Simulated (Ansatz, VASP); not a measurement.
# Ag in VASP and in Ansatz

```
CELL_PARAMETERS angstrom
2.93985 0.00000 0.00000
0.00000 5.06689 0.00000
0.00000 0.00000 4.79725
ATOMIC_POSITIONS crystal
Ag 0.00000 0.33352 0.25000
Ag 0.50000 0.83352 0.25000
Ag 0.50000 0.16648 0.75000
Ag 0.00000 0.66648 0.75000
```

Alike in both runs: functional PBE; k mesh 14 × 8 × 8; occupations gaussian, width 0.1 eV; no spin polarisation.

Ansatz relaxed the structure, and its values are those at the end. VASP's run is a single point on that final structure, the one shown.

|  | VASP | Ansatz |
| --- | --- | --- |
| version | VASP 6.6.1 | Ansatz 0.2.0 |
| potentials or method | VASP PAW PBE potentials, release 64 (Ag), cutoff 500 eV | scalar-relativistic, plane waves, PAW |
| valence electrons in the cell | 44 | 76 |

VASP gave:

| Quantity | Value |
| --- | --- |
| gap on the k mesh at the Fermi level (eV) | none |
| pressure (GPa) | 0.0 |

Task: What did Ansatz give for the same quantities?

Result: gap on the k mesh at the Fermi level (eV): none; pressure (GPa): 0.1.

A gap of «none» marks a metal or a gap that the smearing closes. VASP's potentials hold 44 valence electrons a cell and Ansatz's 76, so a difference there can come from the potentials and not from the codes.
